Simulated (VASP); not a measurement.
A run of VASP 6.6.1 is set up as follows.

File INCAR:

```
SYSTEM = Rb
  PREC = Accurate
  ENCUT = 520
  EDIFF = 1E-6
  ISMEAR = 0
  SIGMA = 0.1
  LREAL = .FALSE.
  LASPH = .TRUE.
  NELM = 80
  ALGO = Normal
  ISIF = 2
  LWAVE = .FALSE.
  LCHARG = .TRUE.
  GGA = PE
  LELF = .TRUE.
  LVHAR = .TRUE.
  NBANDS = 10
```

File KPOINTS:

```
regular mesh
0
G
  10 10 10
  0 0 0
```

Contents of POSCAR:

```
Rb
1.0
   -2.7771375581      2.7771375581      2.7771375581
    2.7771375581     -2.7771375581      2.7771375581
    2.7771375581      2.7771375581     -2.7771375581
Rb
1
Direct
    0.0000000000      0.0000000000      0.0000000000
```

Potentials or basis: VASP PAW PBE potentials, release 64 (Rb_sv).

The run is started by

```sh
$ cat potpaw_PBE.64/Rb_sv/POTCAR > POTCAR
$ mpirun -np 1 vasp_std > vasp.out
```

Task: Predict the pressure.

Result: 0.2 GPa.

Task: What does it give for the band gap on the k mesh?

Result: Zero (an odd number of electrons rules out a gap without spin polarisation).
